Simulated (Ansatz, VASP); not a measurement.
Zn in VASP and in Ansatz

The input INCAR:

```
SYSTEM = Zn
PREC = Accurate ; ENCUT = 520
EDIFF = 1E-6 ; ISMEAR = -1
SIGMA = 0.05 ; LREAL = .False.
LASPH = .True. ; NELM = 60
ALGO = Normal ; ISIF = 2
LWAVE = .False. ; LCHARG = .False.
GGA = CA ; NBANDS = 19
```

The input KPOINTS:

```
Automatic mesh
0
Gamma
  11 11 6
  0 0 0
```

Contents of POSCAR:

```
Zn
1.0
    2.7051356082      0.0000000000      0.0000000000
   -1.3525678041      2.3427161574      0.0000000000
    0.0000000000      0.0000000000      5.0313495994
Zn
2
Direct
    0.6666666667      0.3333333333      0.7500000000
    0.3333333333      0.6666666667      0.2500000000
```

The input input.yaml:

```yaml
crystal:
  lattice:
    - [2.7051356082, 0.0, 0.0]
    - [-1.3525678041, 2.3427161574, 0.0]
    - [0.0, 0.0, 5.0313495994]
  atoms:
    - { symbol: Zn, position: [0.6666666667, 0.3333333333, 0.75] }
    - { symbol: Zn, position: [0.3333333333, 0.6666666667, 0.25] }
kpoints:
  mp_grid: { grid: [11, 11, 6] }
scf:
  occupations: { method: fermi_dirac, width: 0.05 }
hamiltonian:
  xc: lda
  pseudopotentials: { kind: all_electron, lapw: { basis_error: 0.001 } }
output:
  forces: true
  stress: true
  eigenvalues: true
```

Change from the starting cell: volume scaled by 1.04.

Alike in both runs: task single point; functional LDA; k mesh 11 × 11 × 6; occupations fermi-dirac, width 0.05 eV; no spin polarisation.

|  | VASP | Ansatz |
| --- | --- | --- |
| version | VASP 6.6.1 | Ansatz 0.2.0 |
| potentials or method | VASP PAW LDA potentials, release 64 (Zn), cutoff 520 eV | all-electron LAPW, scalar-relativistic |

Ansatz gave:

| Property | Result |
| --- | --- |
| gap on the k mesh at the Fermi level (eV) | none |
| pressure (GPa) | -10.9 |
| traceless stress, the component that is largest in VASP (GPa) | 1.70 |

Which values does VASP return?

gap on the k mesh at the Fermi level (eV): none; pressure (GPa): -10.6; traceless stress, the component that is largest in VASP (GPa): 1.55.

LDA's correlation is that of Perdew and Zunger in VASP and of Perdew and Wang (1992) in Ansatz. A gap of «none» marks a metal or a gap that the smearing closes. Ansatz ran all-electron here, and VASP with PAW potentials.
